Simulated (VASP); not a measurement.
Wanted: the native input for a VASP 6.6.1 run.

* Task: single point
* Functional: PBE
* Potentials or basis: VASP PAW PBE potentials, release 64 (Ru_pv, N)
* Cutoff: 640 eV
* k mesh: 12 × 12 × 1
* Occupations: gaussian, width 0.1 eV
* Spin: no spin polarisation
* Dipole correction: yes
* Second try: not_converged
* Further INCAR settings: ALGO = Normal; EDIFF = 1e-06; NBANDS = 46; AMIX = 0.1; BMIX = 0.0001; NELMDL = -8

The structure of Ru5N lies in POSCAR:

```
Ru5N
1.0
    2.7197977465      0.0000000000      0.0000000000
   -1.3598988732      2.3554139416      0.0000000000
    0.0000000000      0.0000000000     24.0359895925
Ru N
5 1
Direct
    0.6666666667      0.3333333333      0.1664171132
    0.3333333333      0.6666666667      0.2557968275
    0.6666666667      0.3333333333      0.3452060919
    0.3333333333      0.6666666667      0.4352311869
    0.6666666667      0.3333333333      0.5215507997
    1.0000000000      0.5000000000      0.5843902194
```

These files were run (other wordings do the same):

INCAR

```
ALGO = Normal ; AMIX = 0.1
AMIX_MAG = 0.4 ; BMIX = 1E-4
BMIX_MAG = 1E-4 ; DIPOL = 0.5 0.5 0.385
EDIFF = 1E-6 ; ENCUT = 640
GGA = PE ; GGA_COMPAT = F
IDIPOL = 3 ; ISIF = 2
ISMEAR = 0 ; KPAR = 4
LASPH = T ; LCHARG = T
LDIPOL = T ; LREAL = F
LVACPOTAV = T ; LVHAR = T
LWAVE = F ; NBANDS = 46
NELM = 300 ; NELMDL = -8
PREC = Accurate ; SIGMA = 0.1
```

KPOINTS

```
k-points
0
Gamma
  12 12 1
```

Potentials or basis: VASP PAW PBE potentials, release 64 (Ru_pv, N).

The run is started by

```console
$ cat potpaw_PBE.64/Ru_pv/POTCAR potpaw_PBE.64/N/POTCAR > POTCAR
$ mpirun -np 4 vasp_std > vasp.out
```

It gave:

```yaml
Largest_force: 1.753 eV/Å
Band_gap_on_the_k_mesh: zero (an odd number of electrons rules out a gap without spin polarisation)
```

It took 3.7 min on 4 MPI ranks on AMD EPYC 7R13 Processor (Zen 3), with other jobs on the host, peak memory 0.51 GiB a rank.
